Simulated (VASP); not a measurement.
Wanted: the native input for a VASP 6.6.1 run.

```
Task                   : single point
Functional             : PBE
Dispersion             : D3(BJ)
Potentials or basis    : VASP PAW PBE potentials, release 64 (Sn_d, O)
Cutoff                 : 520 eV
k mesh                 : 7 × 7 × 1
Occupations            : gaussian, width 0.05 eV
Spin                   : no spin polarisation
Dipole correction      : yes
Further INCAR settings : ALGO = Normal; EDIFF = 1e-07; NBANDS = 50
```

The structure of SnO lies in POSCAR:

```
SnO
1.0
    3.8201528543      0.0002954551      0.0000000000
   -0.0003145191      3.8201528528      0.0000000000
    0.0000000000      0.0000000000     22.2260743460
Sn O
4 4
Direct
    0.9999452911      0.9999452911      0.2024649036
    0.4999452911      0.4999452911      0.3087831466
    0.4999452911      0.4999452911      0.5022496100
    0.9999452911      0.9999452911      0.6085678530
    0.9999461074      0.4999461074      0.2556240251
    0.4999461074      0.9999461074      0.2556240251
    0.4999444748      0.9999444748      0.5554087315
    0.9999444748      0.4999444748      0.5554087315
```

The input as run:

INCAR

```
SYSTEM = SnO
ALGO     = Normal         ! electronic algorithm
DIPOL    = 0.5 0.5 0.406
EDIFF    = 1E-7           ! SCF threshold, eV
ENCUT    = 520            ! plane-wave cutoff, eV
GGA      = PE             ! functional
IDIPOL   = 3            
ISIF     = 2              ! what is computed and relaxed
ISMEAR   = 0              ! smearing method
IVDW     = 12             ! dispersion correction
LASPH    = .True.         ! aspherical terms in the spheres
LCHARG   = .False.        ! write CHGCAR
LDIPOL   = .True.       
LREAL    = .False.        ! projectors in reciprocal space
LWAVE    = .False.        ! write WAVECAR
NBANDS   = 50             ! bands
NELM     = 60             ! most SCF steps
PREC     = Accurate       ! precision mode
SIGMA    = 0.05           ! smearing width, eV
```

KPOINTS

```
k-points
0
Gamma
  7 7 1
  0 0 0
```

Potentials or basis: VASP PAW PBE potentials, release 64 (Sn_d, O).

Command:

```bash
$ cat potpaw_PBE.64/Sn_d/POTCAR potpaw_PBE.64/O/POTCAR > POTCAR
$ mpirun -np 1 vasp_std > vasp.out
```

It gave:

```json
{
 "Largest force": "0.086 eV/Å",
 "Band gap on the k mesh": "2.48 eV (least direct gap 2.57 eV)",
 "Dispersion energy per atom": "-0.154 eV"
}
```

Caveat: spin-orbit coupling is left out, which moves the levels of the heavy elements.

Run time: 3.9 min on 1 thread of Intel(R) Xeon(R) Platinum 8488C (Sapphire Rapids), on a shared host, peak memory 0.39 GiB.
